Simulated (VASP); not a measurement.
Wanted: the native input for a VASP 6.6.1 run.

```
Task                   : single point
Functional             : LDA
Potentials or basis    : VASP PAW LDA potentials, release 64 (W_sv, Se)
Cutoff                 : 520 eV
k mesh                 : 8 × 8 × 2
Occupations            : gaussian, width 0.01 eV
Spin                   : no spin polarisation
Dipole correction      : no
Further INCAR settings : ALGO = Normal; EDIFF = 1e-07; NBANDS = 35
```

The structure of WSe2 lies in POSCAR:

```
WSe2
1.0
    3.3199330000      0.0000000000      0.0000000000
   -1.6599660000      2.8751460000      0.0000000000
    0.0000000000      0.0000000000     13.7371870000
W Se
2 4
Direct
    0.6666670000      0.3333330000      0.7500000000
    0.3333330000      0.6666670000      0.2500000000
    0.3333330000      0.6666670000      0.8710010000
    0.6666670000      0.3333330000      0.3710010000
    0.3333330000      0.6666670000      0.6289990000
    0.6666670000      0.3333330000      0.1289990000
```

These files were run (other wordings do the same):

INCAR

```
SYSTEM = WSe2
PREC = Accurate
ENCUT = 520
EDIFF = 1E-7
ISMEAR = 0
SIGMA = 0.01
LREAL = .False.
LASPH = .True.
NELM = 80
ALGO = Normal
ISIF = 2
LWAVE = .False.
LCHARG = .True.
LELF = .True.
LVHAR = .True.
NBANDS = 35
```

KPOINTS

```
regular mesh
0
Gamma
  8 8 2
  0 0 0
```

Potentials or basis: VASP PAW LDA potentials, release 64 (W_sv, Se).

Launch:

```sh
$ cat potpaw_LDA.64/W_sv/POTCAR potpaw_LDA.64/Se/POTCAR > POTCAR
$ mpirun -np 1 vasp_std > vasp.out
```

It gave:

- Pressure: -4.7 GPa
- Largest force: 0.237 eV/Å
- Band gap on the k mesh: 1.26 eV, indirect (least direct gap 1.82 eV)

Caveat: spin-orbit coupling is left out, which moves the levels of the heavy elements.

Run time: 73 s on 1 thread of Intel(R) Xeon(R) 6975P-C (Granite Rapids), with other jobs on the host, peak memory 0.26 GiB.
